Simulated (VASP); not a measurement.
A run of VASP 6.6.1 is set up as follows.

File INCAR:

```
PREC = Accurate ; ENCUT = 520
EDIFF = 1E-6 ; ISMEAR = -1
SIGMA = 0.1 ; LREAL = False
LASPH = True ; NELM = 80
ALGO = Normal ; ISIF = 2
LWAVE = False ; LCHARG = False
GGA = PE ; NBANDS = 10
```

Contents of KPOINTS:

```
regular mesh
0
Gamma
  19 19 19
```

POSCAR

```
B
1.0
    0.0000000000      1.6403871897      1.6403871897
    1.6403871897      0.0000000000      1.6403871897
    1.6403871897      1.6403871897      0.0000000000
B
2
Direct
   -0.1250000000     -0.1250000000     -0.1250000000
    0.1250000000      0.1250000000      0.1250000000
```

Potentials or basis: VASP PAW PBE potentials, release 64 (B).

The run is started by

```bash
$ cat potpaw_PBE.64/B/POTCAR > POTCAR
$ mpirun -np 1 vasp_std > vasp.out
```

Problem. Estimate the band gap on the k mesh.

Solution. Zero (band 3 reaches 16.64 eV, above the bottom of band 4 at 4.74 eV).

Problem. Estimate the pressure.

Solution. 331.2 GPa.
